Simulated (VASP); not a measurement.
# Sc8H in VASP: notebook

Sc8H is run at these levels: PBE; tasks: single point.

Everything below comes from runs of VASP 6.6.1. Logs are shortened: lines on timing, memory, paths and dates and some standing lists are left out, and cuts for length are marked.

## 1. The cell of the first run

The cell holds a slab with vacuum, 9 atoms: a = 6.639 Å, b = 5.163 Å, c = 19.113 Å, α = 90.00°, β = 90.00°, γ = 90.00°.

## 2. Single point, PBE

Contents of INCAR:

```
SYSTEM = Sc8H
ALGO = Normal
DIPOL = 0.5 0.5 0.315
EDIFF = 1E-6
ENCUT = 520
GGA = PE
IDIPOL = 3
ISIF = 2
ISMEAR = 0
LASPH = .TRUE.
LCHARG = .FALSE.
LDIPOL = .TRUE.
LREAL = .FALSE.
LWAVE = .FALSE.
NBANDS = 54
NELM = 60
PREC = Accurate
SIGMA = 0.1
```

Contents of KPOINTS:

```
k-points
0
G
  4 5 1
  0 0 0
```

Contents of POSCAR:

```
Sc8H
1.0
    6.6389479791      0.0000000000      0.0000000000
    0.0000000000      5.1626219083      0.0000000000
    0.0000000000      0.0000000000     19.1132872497
Sc H
8 1
Direct
    0.0000000000      0.7500000000      0.2092784955
    0.5000000000      0.7500000000      0.2092784955
    0.2500000000      0.2500000000      0.2594137541
    0.7500000000      0.2500000000      0.2594137541
    0.2500000000      0.7500000000      0.3452852846
    0.7500000000      0.7500000000      0.3452852846
    0.0000000000      0.2500000000      0.3983243254
    0.5000000000      0.2500000000      0.3983243254
    0.0000000000      0.7500000000      0.4142707009
```

Potentials or basis: VASP PAW PBE potentials, release 64 (Sc_sv, H).

Started as:

```console
> cat potpaw_PBE.64/Sc_sv/POTCAR potpaw_PBE.64/H/POTCAR > POTCAR
> mpirun -np 1 vasp_std > vasp.out
```

OUTCAR:

```text
SYSTEM = Sc8H
   EDIFF = 1E-6
   ENCUT = 520
   GGA = PE
   ISIF = 2
   ISMEAR = 0
   LASPH = .TRUE.
   LREAL = .FALSE.
   NELM = 60
   PREC = Accurate

 ion  position               nearest neighbor table
   1  0.000  0.750  0.209-   5 3.08   6 3.08   3 3.21   4 3.21   3 3.21   4 3.21   2 3.32   2 3.32

   2  0.500  0.750  0.209-   5 3.08   6 3.08   3 3.21   4 3.21   3 3.21   4 3.21   1 3.32   1 3.32

   3  0.250  0.250  0.259-   5 3.06   5 3.06   8 3.13   7 3.13   1 3.21   1 3.21   2 3.21   2 3.21
                             4 3.32   4 3.32
   4  0.750  0.250  0.259-   6 3.06   6 3.06   8 3.13   7 3.13   1 3.21   1 3.21   2 3.21   2 3.21
                             3 3.32   3 3.32
   5  0.250  0.750  0.345-   9 2.12   3 3.06   3 3.06   2 3.08   1 3.08   7 3.23   8 3.23   7 3.23
                             8 3.23   6 3.32   6 3.32
   6  0.750  0.750  0.345-   9 2.12   4 3.06   4 3.06   2 3.08   1 3.08   7 3.23   8 3.23   7 3.23
                             8 3.23   5 3.32   5 3.32
   7  0.000  0.250  0.398-   3 3.13   4 3.13   5 3.23   6 3.23   5 3.23   6 3.23   8 3.32   8 3.32

   8  0.500  0.250  0.398-   3 3.13   4 3.13   5 3.23   6 3.23   5 3.23   6 3.23   7 3.32   7 3.32

   9  0.000  0.750  0.414-   5 2.12   6 2.12

  LATTYP: Found a simple orthorhombic cell.
 ALAT       =     5.1626219083
 B/A-ratio  =     1.2859643989
 C/A-ratio  =     3.7022442451

  Lattice vectors:

 A1 = (   0.0000000000,  -5.1626219083,   0.0000000000)
 A2 = (   6.6389479791,   0.0000000000,   0.0000000000)
 A3 = (   0.0000000000,   0.0000000000,  19.1132872497)

Analysis of symmetry for initial positions (statically):
=====================================================================
 Subroutine PRICEL returns:
 Original cell was already a primitive cell.

 Routine SETGRP: Setting up the symmetry group for a
 simple orthorhombic supercell.

 Subroutine GETGRP returns: Found  4 space group operations
 (whereof  2 operations were pure point group operations)
 out of a pool of  8 trial point group operations.

The static configuration has the point symmetry C_1h.
 The point group associated with its full space group is C_2v.

Analysis of symmetry for dynamics (positions and initial velocities):
=====================================================================
 Subroutine PRICEL returns:
 Original cell was already a primitive cell.

 Routine SETGRP: Setting up the symmetry group for a
 simple orthorhombic supercell.
[... 117 lines left out ...]
   EMIN   =  10.00;   EMAX   =-10.00  energy-range for DOS
   EFERMI =   0.00;   METHOD = LEGACY
   ISMEAR =     0;   SIGMA  =   0.10  broadening in eV -4-tet -1-fermi 0-gaus
   EFERMI_NEDOS =   21; number of points for ismear=-14 and -15
   IALGO  =     38    algorithm
   IMIX   =      4    mixing-type and parameters
     AMIX     =   0.40;   BMIX     =  1.00
     AMIX_MAG =   1.60;   BMIX_MAG =  1.00
  volume/ion in A,a.u.               =      72.79       491.20
  Fermi-wavevector in a.u.,A,eV,Ry     =   0.841595  1.590384  9.636765  0.708282
  Thomas-Fermi vector in A             =   1.956165
   LORBIT       =      0    0 simple, 1 ext, 2 COOP (PROOUT), +10 PAW based schemes
   GGA     = PE    functional components
   LHFCALC =     F    Hartree Fock is set to
   AEXX    =    0.0000 exact exchange contribution
   IVDW    =     0    specifies the selected vdW correction
   LEPSILON=     F    determine dielectric tensor
   LRPA    =     F    only Hartree local field effects (RPA)
 non-spin polarized calculation
 Gauss-broadening in eV      SIGMA  =   0.10
  energy-cutoff  :      520.00
  volume of cell :      655.10
 maximum number of plane-waves:     17709
 NGX is ok and might be reduce to    50
   NGX = 25   NGY = 19   NGZ = 71

 dipolmoment           0.000000      0.000000      0.028970 electrons x Angstroem

 number of electron      88.9999996 magnetization

 dipolmoment           0.000000      0.000000     -0.063110 electrons x Angstroem

 Free energy of the ion-electron system (eV)
  ---------------------------------------------------
  ext. energy  EPLUGINS =         0.00000000
  ---------------------------------------------------
  free energy    TOTEN  =       -49.41094269 eV

  energy without entropy =      -49.34613322  energy(sigma->0) =      -49.37853796

 E-fermi :  -1.0511     XC(G=0):  -3.9747

 val. band max:       -1.0538827731   @ k =   0.2500   0.2000   0.0000
 cond. band min:      -1.0378764607   @ k =   0.0000   0.4000   0.0000
 fundamental gap:      0.0160063124
 Fermi energy:        -1.0510535019

 k-point     1 :       0.0000    0.0000    0.0000
  band No.  band energies     occupation
      1     -51.0477      2.00000
      2     -50.9463      2.00000
      3     -50.8552      2.00000
      4     -50.8374      2.00000
      5     -50.3938      2.00000
      6     -50.3798      2.00000
[... 502 lines left out ...]
     53      -0.2622      0.00000
     54      -0.1255      0.00000

------------------------ aborting loop because EDIFF is reached ----------------------------------------

 vacuum level on the upper side and lower side of the slab       (xc-potential included)        -0.311        -0.005

  FORCE on cell =-STRESS in cart. coord.  units (eV):
  Direction    XX          YY          ZZ          XY          YZ          ZX
  --------------------------------------------------------------------------------------
  -------------------------------------------------------------------------------------
  Total       -0.2375906     -4.5803464      0.7487840      0.0000000      0.0000000      0.0000000
  in kB       -0.5810785    -11.2022159      1.8313112      0.0000000      0.0000000      0.0000000
  external PRESSURE =      -3.3173277 kB  Pullay stress =       0.0000000 kB

 VOLUME and BASIS-vectors are now :
 -----------------------------------------------------------------------------
  energy-cutoff  :      520.00
  volume of cell :      655.10
      direct lattice vectors                 reciprocal lattice vectors
     6.638947979  0.000000000  0.000000000     0.150626274  0.000000000  0.000000000
     0.000000000  5.162621908  0.000000000     0.000000000  0.193700026  0.000000000
     0.000000000  0.000000000 19.113287250     0.000000000  0.000000000  0.052319624

 POSITION                                       TOTAL-FORCE (eV/Angst)
 -----------------------------------------------------------------------------------
      0.00000      3.87197      4.00000         0.000000      0.000000     -0.269358
      3.31947      3.87197      4.00000         0.000000      0.000000     -0.363212
      1.65974      1.29066      4.95825        -0.064061      0.000000      0.218108
      4.97921      1.29066      4.95825         0.064061      0.000000      0.218108
      1.65974      3.87197      6.59954        -0.199863      0.000000      0.141382
      4.97921      3.87197      6.59954         0.199863     -0.000000      0.141382
      0.00000      1.29066      7.61329         0.000000      0.000000     -0.010060
      3.31947      1.29066      7.61329         0.000000      0.000000     -0.080168
      0.00000      3.87197      7.91807         0.000000      0.000000      0.003817
 -----------------------------------------------------------------------------------
    total drift:                                0.000000     -0.000000      0.000470

  FREE ENERGIE OF THE ION-ELECTRON SYSTEM (eV)
  ---------------------------------------------------
  free  energy   TOTEN  =       -49.4109426930 eV

  energy  without entropy=      -49.3461332235  energy(sigma->0) =      -49.37853796

 vacuum level on the upper side and lower side of the slab         1.954         2.270
```

OSZICAR:

```text
N       E                     dE             d eps       ncg     rms          rms(c)
DAV:   1     0.189239564079E+04    0.18924E+04   -0.37331E+04  1172   0.135E+03
DAV:   2     0.102786548898E+03   -0.17896E+04   -0.17727E+04  1452   0.673E+02
DAV:   3    -0.506820870988E+02   -0.15347E+03   -0.15076E+03  1560   0.316E+02
DAV:   4    -0.587820393514E+02   -0.81000E+01   -0.79219E+01  1568   0.620E+01
[... 19 lines left out ...]
DAV:  24    -0.494109214616E+02   -0.41722E-04   -0.24221E-06   864   0.480E-03    0.881E-04
DAV:  25    -0.494109381368E+02   -0.16675E-04   -0.11385E-06   832   0.335E-03    0.426E-04
DAV:  26    -0.494109413123E+02   -0.31755E-05   -0.21218E-07   792   0.233E-03    0.436E-04
DAV:  27    -0.494109425574E+02   -0.12451E-05   -0.12482E-07   712   0.175E-03    0.360E-04
DAV:  28    -0.494109426930E+02   -0.13559E-06   -0.41560E-08   672   0.132E-03
   1 F= -.49410943E+02 E0= -.49378538E+02  d E =-.648095E-01
```

It took 9.6 min on 1 thread of AMD EPYC 9R45 (Zen 5), shared host; peak memory 0.66 GiB.

Results:

- Free energy: -49.4109 eV
- Largest force: 0.363 eV/Å
- Band gap on the k mesh: zero (an odd number of electrons rules out a gap without spin polarisation)

Forces on the atoms (eV/Å):
```
Sc   0.000  0.000 -0.269
Sc   0.000  0.000 -0.363
Sc  -0.064  0.000  0.218
Sc   0.064  0.000  0.218
Sc  -0.200  0.000  0.141
Sc   0.200  0.000  0.141
Sc   0.000  0.000 -0.010
Sc   0.000  0.000 -0.080
H    0.000  0.000  0.004
```

Levels at points of the mesh, in eV from the Fermi level:
| k point | band 41 | band 42 | band 43 | band 44 | band 45 | band 46 | band 47 | band 48 | band 49 | band 50 |
| --- | --- | --- | --- | --- | --- | --- | --- | --- | --- | --- |
| (0.00, 0.00, 0.00) | -0.55 | -0.38 | -0.37 | -0.21 | -0.20 | 0.14 | 0.24 | 0.38 | 0.51 | 0.82 |
| (0.50, 0.00, 0.00) | -0.48 | -0.45 | -0.38 | -0.22 | 0.20 | 0.27 | 0.28 | 0.35 | 0.44 | 0.44 |

## 3. Single point, PBE

Contents of INCAR:

```
ALGO = Normal ; DIPOL = 0.5 0.5 0.321
EDIFF = 1E-7 ; ENCUT = 520
GGA = PE ; IDIPOL = 3
ISIF = 2 ; ISMEAR = 0
LASPH = T ; LCHARG = F
LDIPOL = T ; LREAL = F
LWAVE = F ; NBANDS = 54
NELM = 80 ; PREC = Accurate
SIGMA = 0.1
```

Contents of KPOINTS:

```
k-points
0
Gamma
  4 5 1
```

Changes to POSCAR since step 2:

```diff
@@ -16,2 +16,2 @@
     0.5000000000      0.2500000000      0.3983243254
-    0.0000000000      0.7500000000      0.4142707009
+    0.2500000000      0.2500000000      0.4607909958
```

Potentials or basis: VASP PAW PBE potentials, release 64 (Sc_sv, H).

Started as:

```console
> cat potpaw_PBE.64/Sc_sv/POTCAR potpaw_PBE.64/H/POTCAR > POTCAR
> mpirun -np 1 vasp_std > vasp.out
```

Wall time 10 min (1 thread of AMD EPYC 9R45 (Zen 5), shared host); peak memory 0.67 GiB.

Results (log left out):

```
Free energy            : -48.9896 eV
Largest force          : 0.702 eV/Å
Band gap on the k mesh : zero (an odd number of electrons rules out a gap without spin polarisation)
```

Forces in eV/Å, atoms in the order of the input:
```
Sc  -0.010  0.000 -0.176
Sc   0.010  0.000 -0.176
Sc   0.000  0.000  0.004
Sc   0.000  0.000  0.084
Sc   0.000  0.000 -0.005
Sc   0.000  0.000 -0.053
Sc   0.684  0.000  0.157
Sc  -0.684  0.000  0.157
H    0.000  0.000  0.010
```

Levels at points of the mesh, in eV from the Fermi level:
```tsv
k point	band 42	band 43	band 44	band 45	band 46	band 47	band 48	band 49
(0.00, 0.00, 0.00)	-0.46	-0.34	-0.25	-0.13	-0.05	0.22	0.40	0.51
(0.50, 0.00, 0.00)	-0.40	-0.35	-0.15	-0.04	0.33	0.35	0.44	0.44
```
